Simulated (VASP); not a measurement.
Input of a VASP 6.6.1 run:

INCAR

```
SYSTEM = BP
ALGO = Normal
EDIFF = 1E-7
ENCUT = 520
GGA = CA
ISIF = 2
ISMEAR = 0
LASPH = .True.
LCHARG = .False.
LREAL = .False.
LWAVE = .False.
NBANDS = 11
NELM = 80
PREC = Accurate
SIGMA = 0.01
```

File KPOINTS:

```
k-points
0
Gamma
  8 8 8
  0 0 0
```

Contents of POSCAR:

```
BP
1.0
    0.0000000000      2.3135014941      2.3135014941
    2.3135014941      0.0000000000      2.3135014941
    2.3135014941      2.3135014941      0.0000000000
B P
1 1
Direct
    0.0000000000      0.0000000000      0.0000000000
    0.2500000000      0.2500000000      0.2500000000
```

Potentials or basis: VASP PAW LDA potentials, release 64 (B, P).

Command:

```console
$ cat potpaw_LDA.64/B/POTCAR potpaw_LDA.64/P/POTCAR > POTCAR
$ mpirun -np 1 vasp_std > vasp.out
```

Q: What does it give for the band gap on the k mesh?

A: 1.28 eV, indirect (least direct gap 3.29 eV).

Q: Predict the pressure.

A: -13.4 GPa.

A k mesh can miss the band edges. A hybrid or GW would open this gap; LDA tends to underestimate it.
